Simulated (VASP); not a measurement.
# MnSb (rocksalt type) (Fm-3m) in VASP: a series of runs, part 2 of 2

VASP 6.6.1.

### Step 4. Electric field gradients, PBE, collinear spin, ferromagnetic start

This run uses another cell than the first one, of 21.62 Å³/atom.

Contents of INCAR:

```
PREC = Accurate
ENCUT = 520
EDIFF = 1E-8
ISMEAR = -1
SIGMA = 0.03
LREAL = F
LASPH = T
NELM = 150
ALGO = Normal
ISIF = 2
LWAVE = F
LCHARG = F
ISPIN = 2
MAGMOM = 4 0
LORBIT = 11
LMAXMIX = 4
GGA = PE
LEFG = T
NBANDS = 20
```

Contents of KPOINTS:

```
regular mesh
0
Gamma
  11 11 11
```

Contents of POSCAR:

```
MnSb
1.0
    0.0000000000      2.7858175354      2.7858175354
    2.7858175354      0.0000000000      2.7858175354
    2.7858175354      2.7858175354      0.0000000000
Mn Sb
1 1
Direct
    0.0000000000      0.0000000000      0.0000000000
    0.5000000000      0.5000000000      0.5000000000
```

Potentials or basis: VASP PAW PBE potentials, release 64 (Mn_pv, Sb).

Launch:

```
$ cat potpaw_PBE.64/Mn_pv/POTCAR potpaw_PBE.64/Sb/POTCAR > POTCAR
$ mpirun -np 1 vasp_std > vasp.out
```

OUTCAR:

```text
PREC = Accurate
   ENCUT = 520
   EDIFF = 1E-8
   ISMEAR = -1
   LREAL = F
   LASPH = T
   NELM = 150
   ISIF = 2
   ISPIN = 2
   LORBIT = 11
   GGA = PE

 ion  position               nearest neighbor table
   1  0.000  0.000  0.000-   2 2.79   2 2.79   2 2.79   2 2.79   2 2.79   2 2.79
   2  0.500  0.500  0.500-   1 2.79   1 2.79   1 2.79   1 2.79   1 2.79   1 2.79

  LATTYP: Found a face centered cubic cell.
 ALAT       =     5.5716350708

  Lattice vectors:

 A1 = (   0.0000000000,   2.7858175354,   2.7858175354)
 A2 = (   2.7858175354,   0.0000000000,   2.7858175354)
 A3 = (   2.7858175354,   2.7858175354,   0.0000000000)

Analysis of symmetry for initial positions (statically):
=====================================================================
 Subroutine PRICEL returns:
 Original cell was already a primitive cell.

 Routine SETGRP: Setting up the symmetry group for a
[... 1324 lines left out ...]
 -----------------------------------------------------------------------------------
    total drift:                               -0.000000      0.000000      0.000000

  FREE ENERGIE OF THE ION-ELECTRON SYSTEM (eV)
  ---------------------------------------------------
  free  energy   TOTEN  =       -12.8588778874 eV

  energy  without entropy=      -12.8564543854  energy(sigma->0) =      -12.85766614

 Electric field gradients (V/A^2)
---------------------------------------------------------------------
 ion       V_xx      V_yy      V_zz      V_xy      V_xz      V_yz
---------------------------------------------------------------------
   1      -0.000    -0.000    -0.000     0.004     0.004     0.004
   2      -0.000    -0.000     0.000     0.000     0.000     0.000
---------------------------------------------------------------------

 Electric field gradients after diagonalization (V/A^2)
 (convention: |V_zz| > |V_xx| > |V_yy|)
----------------------------------------------------------------------
 ion       V_xx      V_yy      V_zz     asymmetry (V_yy - V_xx)/ V_zz
----------------------------------------------------------------------
   1      -0.004    -0.004     0.009       0.000
   2      -0.000    -0.000     0.000       0.000
----------------------------------------------------------------------

           NMR quadrupolar parameters

 Cq : quadrupolar parameter    Cq=e*Q*V_zz/h
 eta: asymmetry parameters     (V_yy - V_xx)/ V_zz
 Q  : nuclear electric quadrupole moment in mb (millibarn)
----------------------------------------------------------------------
 ion       Cq(MHz)       eta       Q (mb)
----------------------------------------------------------------------
   1       0.000       0.000       1.000
   2       0.000       0.000       1.000
----------------------------------------------------------------------

 total charge

# of ion       s       p       d       tot
------------------------------------------
    1        0.283   6.186   5.003  11.471
    2        1.144   1.299   0.037   2.479
--------------------------------------------------
tot          1.426   7.485   5.039  13.950

 magnetization (x)

# of ion       s       p       d       tot
------------------------------------------
    1        0.074   0.034   3.614   3.723
    2        0.014  -0.131   0.010  -0.106
--------------------------------------------------
tot          0.089  -0.097   3.625   3.617
```

Run time: 58 s. Hardware: 1 thread of AMD EPYC 9R45 (Zen 5), shared host; peak memory 0.21 GiB.

What came out:

- Free energy: -12.8589 eV
- Pressure: 0.0 GPa
- Net moment: 3.78 μB per cell
- Site moments: Mn +3.72; Sb -0.11 μB
- Largest electric field gradient by atom: under 0.05 V/Å² on every atom
- Valence electrons inside the program's atomic spheres: Mn 11.47; Sb 2.48

Caveat: spin-orbit coupling is left out, which moves the levels of the heavy elements; a cell with one magnetic atom can't hold antiferromagnetic order, which such compounds often take.

### Step 5. Single point, PBE, collinear spin, ferromagnetic start

This run uses another cell than the first one, of 21.62 Å³/atom.

POSCAR is that of step 4.

Contents of INCAR.step1:

```
SYSTEM = MnSb
PREC     = Accurate       ! precision mode
ENCUT    = 520            ! plane-wave cutoff, eV
EDIFF    = 1E-6           ! SCF threshold, eV
ISMEAR   = -1             ! smearing method
SIGMA    = 0.03           ! smearing width, eV
LREAL    = .FALSE.        ! projectors in reciprocal space
LASPH    = .TRUE.         ! aspherical terms in the spheres
NELM     = 150            ! most SCF steps
ALGO     = Normal         ! electronic algorithm
ISIF     = 2              ! what is computed and relaxed
LWAVE    = .FALSE.        ! write WAVECAR
LCHARG   = .TRUE.         ! write CHGCAR
ISPIN    = 2              ! spin polarisation
MAGMOM   = 4 0            ! initial moments
LMAXMIX  = 4              ! l up to which the mixer works
GGA      = PE             ! functional
NBANDS   = 20             ! bands
```

Contents of KPOINTS.step1:

```
regular mesh
0
G
  11 11 11
  0 0 0
```

Contents of INCAR.step2:

```
SYSTEM = MnSb
PREC     = Accurate       ! precision mode
ENCUT    = 520            ! plane-wave cutoff, eV
EDIFF    = 1E-6           ! SCF threshold, eV
ISMEAR   = -5             ! smearing method
SIGMA    = 0.03           ! smearing width, eV
LREAL    = .FALSE.        ! projectors in reciprocal space
LASPH    = .TRUE.         ! aspherical terms in the spheres
NELM     = 150            ! most SCF steps
ALGO     = Normal         ! electronic algorithm
ISIF     = 2              ! what is computed and relaxed
LWAVE    = .FALSE.        ! write WAVECAR
LCHARG   = .FALSE.        ! write CHGCAR
ISPIN    = 2              ! spin polarisation
MAGMOM   = 4 0            ! initial moments
LORBIT   = 10             ! projections on sites
LMAXMIX  = 4              ! l up to which the mixer works
GGA      = PE             ! functional
NEDOS    = 1001           ! points of the DOS
ICHARG   = 11             ! starting density
```

Contents of KPOINTS.step2:

```
regular mesh
0
G
  17 17 17
  0 0 0
```

Launch:

```
$ cat potpaw_PBE.64/Mn_pv/POTCAR potpaw_PBE.64/Sb/POTCAR > POTCAR
$ cp INCAR.step1 INCAR
$ cp KPOINTS.step1 KPOINTS
$ mpirun -np 1 vasp_std > vasp.out
$ cp INCAR.step2 INCAR
$ cp KPOINTS.step2 KPOINTS
$ mpirun -np 1 vasp_std > vasp.out
```

It took 99 s on 1 thread of AMD EPYC 9R45 (Zen 5), shared host; peak memory 0.29 GiB.

The run converged. Its results:

```yaml
Net_moment: 3.78 μB per cell
Site_moments: Mn +3.74; Sb -0.10 μB
Valence_electrons_inside_the_program's_atomic_spheres: Mn 11.47; Sb 2.48
```

Levels at points of the mesh, in eV from the Fermi level:
Spin up:
| k point | band 8 | band 9 | band 10 | band 11 | band 12 | band 13 | band 14 | band 15 |
| --- | --- | --- | --- | --- | --- | --- | --- | --- |
| (0.00, 0.00, 0.00) | -2.80 | -2.80 | 1.32 | 1.32 | 1.32 | 5.06 | 8.17 | 8.19 |
Spin down:
```csv
k point,band 4,band 5,band 6,band 7,band 8,band 9,band 10,band 11
"(0.00, 0.00, 0.00)",-11.51,0.12,0.12,0.23,0.23,0.23,1.31,1.31
```

Caveat: spin-orbit coupling is left out, which moves the levels of the heavy elements; a cell with one magnetic atom can't hold antiferromagnetic order, which such compounds often take.

### Step 6. Overview

```tsv
task	cell	k mesh for the DOS	occupations for the DOS	gap on the mesh (eV)	pressure (GPa)	moment (μB)
electric field gradients	a = 3.913 Å, angles 60.0°, 2 atoms	-	-	none	1.3	3.76
electric field gradients	a = 3.940 Å, angles 60.0°, 2 atoms	-	-	none	0.0	3.78
single point	a = 3.940 Å, angles 60.0°, 2 atoms	17 × 17 × 17	tetrahedron	-	-	3.78
```

Alike in all rows: level PBE; potentials or basis VASP PAW PBE potentials, release 64 (Mn_pv, Sb); spin collinear, ferromagnetic start; k mesh 11 × 11 × 11; cutoff (eV) 520; smearing fermi-dirac 0.03 eV.

Caveats: spin-orbit coupling is left out, which moves the levels of the heavy elements; a cell with one magnetic atom can't hold antiferromagnetic order, which such compounds often take.

Absolute energies hang on the potentials; compare differences alone.
